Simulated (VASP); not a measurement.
# Ti2Co (Fd-3m) in VASP: a series of runs, part 2 of 2

VASP 6.6.1.

**3. Single point, PBEsol, collinear spin, ferromagnetic start**

This run uses another cell than the first one, of 11.87 Å³/atom.

Contents of INCAR:

```
SYSTEM = Ti2Co
ALGO = Normal ; EDIFF = 1E-6
ENCUT = 520 ; GGA = PS
ISIF = 2 ; ISMEAR = 0
ISPIN = 2 ; LASPH = .True.
LCHARG = .False. ; LMAXMIX = 4
LORBIT = 11 ; LREAL = .False.
LWAVE = .False. ; MAGMOM = 0 0 0 0 0.62 0.62
NBANDS = 46 ; NELM = 150
PREC = Accurate ; SIGMA = 0.1
```

Contents of KPOINTS:

```
k-points
0
Gamma
  10 10 10
  0 0 0
```

Contents of POSCAR:

```
Ti2Co
1.0
    0.0000000000      3.2904065541      3.2904065541
    3.2904065541      0.0000000000      3.2904065541
    3.2904065541      3.2904065541      0.0000000000
Ti Co
4 2
Direct
    0.1250000000      0.1250000000      0.1250000000
    0.6250000000      0.1250000000      0.1250000000
    0.1250000000      0.1250000000      0.6250000000
    0.1250000000      0.6250000000      0.1250000000
    0.5000000000      0.5000000000      0.5000000000
    0.7500000000      0.7500000000      0.7500000000
```

Potentials or basis: VASP PAW PBE potentials, release 64 (Ti_sv, Co).

Started as:

```console
> cat potpaw_PBE.64/Ti_sv/POTCAR potpaw_PBE.64/Co/POTCAR > POTCAR
> mpirun -np 1 vasp_std > vasp.out
```

OUTCAR:

```text
SYSTEM = Ti2Co
   EDIFF = 1E-6
   ENCUT = 520
   GGA = PS
   ISIF = 2
   ISMEAR = 0
   ISPIN = 2
   LASPH = .True.
   LORBIT = 11
   LREAL = .False.
   NELM = 150
   PREC = Accurate

 ion  position               nearest neighbor table
   1  0.125  0.125  0.125-   2 2.33   3 2.33   4 2.33   3 2.33   4 2.33   2 2.33   6 2.73   5 2.73
                             6 2.73   5 2.73   6 2.73   5 2.73
   2  0.625  0.125  0.125-   1 2.33   3 2.33   4 2.33   1 2.33   3 2.33   4 2.33   6 2.73   5 2.73
                             5 2.73   6 2.73   5 2.73   6 2.73
   3  0.125  0.125  0.625-   1 2.33   1 2.33   2 2.33   4 2.33   4 2.33   2 2.33   6 2.73   5 2.73
                             6 2.73   5 2.73   6 2.73   5 2.73
   4  0.125  0.625  0.125-   1 2.33   3 2.33   1 2.33   2 2.33   3 2.33   2 2.33   6 2.73   5 2.73
                             6 2.73   5 2.73   6 2.73   5 2.73
   5  0.500  0.500  0.500-   2 2.73   4 2.73   4 2.73   1 2.73   2 2.73   3 2.73   1 2.73   2 2.73
                             4 2.73   1 2.73   3 2.73   3 2.73   6 2.85   6 2.85   6 2.85   6 2.85
   6  0.750  0.750  0.750-   2 2.73   4 2.73   3 2.73   1 2.73   2 2.73   4 2.73   1 2.73   2 2.73
                             3 2.73   1 2.73   3 2.73   4 2.73   5 2.85   5 2.85   5 2.85   5 2.85

  LATTYP: Found a face centered cubic cell.
 ALAT       =     6.5808131082

  Lattice vectors:

 A1 = (   0.0000000000,   3.2904065541,   3.2904065541)
 A2 = (   3.2904065541,   0.0000000000,   3.2904065541)
 A3 = (   3.2904065541,   3.2904065541,   0.0000000000)

Analysis of symmetry for initial positions (statically):
=====================================================================
 Subroutine PRICEL returns:
 Original cell was already a primitive cell.

 Routine SETGRP: Setting up the symmetry group for a
 face centered cubic supercell.

 Subroutine GETGRP returns: Found 48 space group operations
 (whereof 24 operations were pure point group operations)
 out of a pool of 48 trial point group operations.

The static configuration has the point symmetry T_d .
 The point group associated with its full space group is O_h .

Analysis of symmetry for dynamics (positions and initial velocities):
=====================================================================
 Subroutine PRICEL returns:
 Original cell was already a primitive cell.

 Routine SETGRP: Setting up the symmetry group for a
 face centered cubic supercell.

 Subroutine GETGRP returns: Found 48 space group operations
 (whereof 24 operations were pure point group operations)
 out of a pool of 48 trial point group operations.

The dynamic configuration has the point symmetry T_d .
 The point group associated with its full space group is O_h .

Analysis of structural, dynamic, and magnetic symmetry:
=====================================================================
 Subroutine PRICEL returns:
 Original cell was already a primitive cell.

 Routine SETGRP: Setting up the symmetry group for a
 face centered cubic supercell.

 Subroutine GETGRP returns: Found 48 space group operations
 (whereof 24 operations were pure point group operations)
 out of a pool of 48 trial point group operations.

The overall configuration has the point symmetry T_d .
 The point group associated with its full space group is O_h .

 Subroutine INISYM returns: Found 48 space group operations
 (whereof 24 operations are pure point group operations),
 and found     1 'primitive' translations

----------------------------------------------------------------------------------------

                                     Primitive cell

  volume of cell :      71.2490

  direct lattice vectors                    reciprocal lattice vectors
[... 111 lines left out ...]
   EFERMI_NEDOS =   21; number of points for ismear=-14 and -15
   IALGO  =     38    algorithm
   IMIX   =      4    mixing-type and parameters
     AMIX     =   0.40;   BMIX     =  1.00
     AMIX_MAG =   1.60;   BMIX_MAG =  1.00
  volume/ion in A,a.u.               =      11.87        80.14
  Fermi-wavevector in a.u.,A,eV,Ry     =   1.595867  3.015751 34.651184  2.546790
  Thomas-Fermi vector in A             =   2.693718
   LORBIT       =     11    0 simple, 1 ext, 2 COOP (PROOUT), +10 PAW based schemes
   GGA     = PS    functional components
   LHFCALC =     F    Hartree Fock is set to
   AEXX    =    0.0000 exact exchange contribution
   IVDW    =     0    specifies the selected vdW correction
   LEPSILON=     F    determine dielectric tensor
   LRPA    =     F    only Hartree local field effects (RPA)
 spin polarized calculation
 Gauss-broadening in eV      SIGMA  =   0.10
  energy-cutoff  :      520.00
  volume of cell :       71.25
 maximum number of plane-waves:      1936
   NGX = 17   NGY = 17   NGZ = 17

 number of electron      65.9999969 magnetization       0.0555410

 number of electron      65.9999969 magnetization      -0.0175800

 Free energy of the ion-electron system (eV)
  ---------------------------------------------------
  ext. energy  EPLUGINS =         0.00000000
  ---------------------------------------------------
  free energy    TOTEN  =       -45.15373646 eV

  energy without entropy =      -45.11033683  energy(sigma->0) =      -45.13203665

 E-fermi :  10.8376     XC(G=0): -13.3828

 val. band max:       10.8271614855   @ k =  -0.2000   0.1000   0.0000
 cond. band min:      10.8382595313   @ k =   0.2000   0.0000   0.0000
 fundamental gap:      0.0110980458
 Fermi energy:        10.8376143427

 spin component 1

 k-point     1 :       0.0000    0.0000    0.0000
  band No.  band energies     occupation
      1     -45.2248      1.00000
      2     -44.3342      1.00000
      3     -44.3342      1.00000
      4     -44.3342      1.00000
      5     -23.6939      1.00000
      6     -21.9813      1.00000
[... 1141 lines left out ...]
     44      14.6728      0.00000
     45      15.3275      0.00000

 [... further k-points ...]

 spin component 2

 k-point     1 :       0.0000    0.0000    0.0000
  band No.  band energies     occupation
      1     -45.2256      1.00000
      2     -44.3350      1.00000
      3     -44.3350      1.00000
      4     -44.3350      1.00000
      5     -23.6950      1.00000
      6     -21.9822      1.00000
[... 1141 lines left out ...]
     44      14.6711      0.00000
     45      15.3268      0.00000

 [... further k-points ...]

 [bands above 45 left out]

------------------------ aborting loop because EDIFF is reached ----------------------------------------

  FORCE on cell =-STRESS in cart. coord.  units (eV):
  Direction    XX          YY          ZZ          XY          YZ          ZX
  --------------------------------------------------------------------------------------
  -------------------------------------------------------------------------------------
  Total       13.3679540     13.3679540     13.3679540      0.0000000      0.0000000      0.0000000
  in kB      300.6054459    300.6054459    300.6054459      0.0000000      0.0000000      0.0000000
  external PRESSURE =     300.6054459 kB  Pullay stress =       0.0000000 kB

 VOLUME and BASIS-vectors are now :
 -----------------------------------------------------------------------------
  energy-cutoff  :      520.00
  volume of cell :       71.25
      direct lattice vectors                 reciprocal lattice vectors
     0.000000000  3.290406554  3.290406554    -0.151956906  0.151956906  0.151956906
     3.290406554  0.000000000  3.290406554     0.151956906 -0.151956906  0.151956906
     3.290406554  3.290406554  0.000000000     0.151956906  0.151956906 -0.151956906

 POSITION                                       TOTAL-FORCE (eV/Angst)
 -----------------------------------------------------------------------------------
      0.82260      0.82260      0.82260        -0.000000     -0.000000      0.000000
      0.82260      2.46780      2.46780        -0.000000     -0.000000      0.000000
      2.46780      2.46780      0.82260        -0.000000     -0.000000      0.000000
      2.46780      0.82260      2.46780        -0.000000     -0.000000      0.000000
      3.29041      3.29041      3.29041         0.000000     -0.000000     -0.000000
      4.93561      4.93561      4.93561         0.000000      0.000000      0.000000
 -----------------------------------------------------------------------------------
    total drift:                                0.000000      0.000000      0.000000

  FREE ENERGIE OF THE ION-ELECTRON SYSTEM (eV)
  ---------------------------------------------------
  free  energy   TOTEN  =       -45.1537364562 eV

  energy  without entropy=      -45.1103368343  energy(sigma->0) =      -45.13203665

 total charge

# of ion       s       p       d       tot
------------------------------------------
    1        2.318   6.172   2.428  10.918
    2        2.318   6.172   2.428  10.918
    3        2.318   6.172   2.428  10.918
    4        2.318   6.172   2.428  10.918
    5        0.481   0.508   7.242   8.231
    6        0.481   0.508   7.242   8.231
--------------------------------------------------
tot         10.234  25.706  24.194  60.134

 magnetization (x)

# of ion       s       p       d       tot
------------------------------------------
    1       -0.000   0.000  -0.001  -0.001
    2       -0.000   0.000  -0.001  -0.001
    3       -0.000   0.000  -0.001  -0.001
    4       -0.000   0.000  -0.001  -0.001
    5       -0.000   0.000  -0.007  -0.007
    6       -0.000   0.000  -0.007  -0.007
--------------------------------------------------
tot         -0.000   0.000  -0.018  -0.018
```

Wall time 11 min (1 thread of Intel Xeon Platinum 8124M at 3.00GHz (Skylake/Cascade Lake), shared host); peak memory 0.39 GiB.

Results:

| Item | Value |
| --- | --- |
| Free energy | -45.1537 eV |
| Pressure | 30.1 GPa |
| Band gap on the k mesh | zero (filled and empty bands overlap) |
| Net moment | -0.02 μB per cell |
| Valence electrons inside the program's atomic spheres | Ti 10.92; Co 8.23 |

Caveat: the cell stands under pressure; the PAW data sets were made with another functional, which shifts forces and pressure a little.
